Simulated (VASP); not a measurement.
A run of VASP 6.6.1 is set up as follows.

Contents of INCAR:

```
SYSTEM = SrTiO3
PREC     = Accurate       ! precision mode
ENCUT    = 520            ! plane-wave cutoff, eV
EDIFF    = 1E-6           ! SCF threshold, eV
ISMEAR   = 0              ! smearing method
SIGMA    = 0.01           ! smearing width, eV
LREAL    = .False.        ! projectors in reciprocal space
LASPH    = .True.         ! aspherical terms in the spheres
NELM     = 60             ! most SCF steps
ALGO     = Normal         ! electronic algorithm
ISIF     = 2              ! what is computed and relaxed
LWAVE    = .False.        ! write WAVECAR
LCHARG   = .True.         ! write CHGCAR
LELF     = .True.         ! ELF
LVHAR    = .True.       
NBANDS   = 28             ! bands
```

Contents of KPOINTS:

```
regular mesh
0
Gamma
  6 6 6
  0 0 0
```

The input POSCAR:

```
SrTiO3
1.0
    3.8671987873      0.0000000000      0.0000000000
    0.0000000000      3.8671987873      0.0000000000
    0.0000000000      0.0000000000      3.8671987873
Sr Ti O
1 1 3
Direct
    0.5000000000      0.5000000000      0.5000000000
    0.0000000000      0.0000000000      0.0000000000
    0.5000000000      0.0000000000      0.0000000000
    0.0000000000      0.5000000000      0.0000000000
    0.0000000000      0.0000000000      0.5000000000
```

Potentials or basis: VASP PAW LDA potentials, release 64 (Sr_sv, Ti_sv, O).

Launch:

```bash
$ cat potpaw_LDA.64/Sr_sv/POTCAR potpaw_LDA.64/Ti_sv/POTCAR potpaw_LDA.64/O/POTCAR > POTCAR
$ mpirun -np 1 vasp_std > vasp.out
```

Task: Estimate the pressure.

Result: -0.9 GPa.

Task: Estimate the band gap on the k mesh.

Result: 1.80 eV, indirect (least direct gap 2.14 eV).

A k mesh can miss the band edges. A hybrid or GW would open this gap; LDA tends to underestimate it.
